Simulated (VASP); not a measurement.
The system is Yb.

```
Yb
1.0
     0.00000    2.72463    2.72463
     2.72463    0.00000    2.72463
     2.72463    2.72463    0.00000
Yb
1
Cartesian
  0.0000 0.0000 0.0000
```

Base run:

- Program: VASP 6.6.1
- Functional: PBEsol
- Potentials or basis: VASP PAW PBE potentials, release 64 (Yb)
- Cutoff: 520 eV
- k mesh: 12 × 12 × 12
- Occupations: fermi-dirac, width 0.03 eV
- Spin: no spin polarisation

Its results: band gap on the k mesh zero (bands 12 and 13 overlap by 0.05 eV); pressure -2.7 GPa.

Question: The run is repeated on the same cell with these changes: further incar settings from ALGO = Normal; EDIFF = 1e-06; NBANDS = 18 to ALGO = Normal; EDIFF = 1e-08; NBANDS = 18. What comes out?

Answer: Band gap on the k mesh zero (bands 12 and 13 overlap by 0.05 eV); pressure -3.4 GPa.

Caveats: the PAW data sets were made with another functional, which shifts forces and pressure a little; spin-orbit coupling is left out, which moves the levels of the heavy elements; the cell stands under tension (at least some runs).
